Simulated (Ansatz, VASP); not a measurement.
Two plane-wave programs on ZrC

```xyz
2
Lattice="3.2729 0.0000 0.0000 -1.6365 2.8344 0.0000 0.0000 0.0000 2.9310" Properties=species:S:1:pos:R:3 pbc="T T T"
Zr    0.0000    0.0000    0.0000
C     1.6365    0.9448    1.4655
```

Alike in both runs: task single point; functional r2SCAN; k mesh 18 × 18 × 18; occupations gaussian, width 0.05 eV; no spin polarisation.

|  | VASP | Ansatz |
| --- | --- | --- |
| version | VASP 6.6.1 | Ansatz 0.2.0 |
| potentials or method | VASP PAW PBE potentials, release 64 (Zr_sv, C), cutoff 520 eV | scalar-relativistic, plane waves, PAW |
| valence electrons in the cell | 16 | 16 |

VASP gave:

| Quantity | Value |
| --- | --- |
| gap on the k mesh at the Fermi level (eV) | none |
| pressure (GPa) | 0.2 |
| traceless stress, the component that is largest in VASP (GPa) | 0.59 |

**Question.** Estimate Ansatz's values.

**Answer.** gap on the k mesh at the Fermi level (eV): none; pressure (GPa): 0.0; traceless stress, the component that is largest in VASP (GPa): 0.57.

VASP's potentials were made for PBE, not for r2SCAN. A gap of «none» marks a metal or a gap that the smearing closes. With one functional, cell and mesh, what is left measures potentials, basis and numerics.
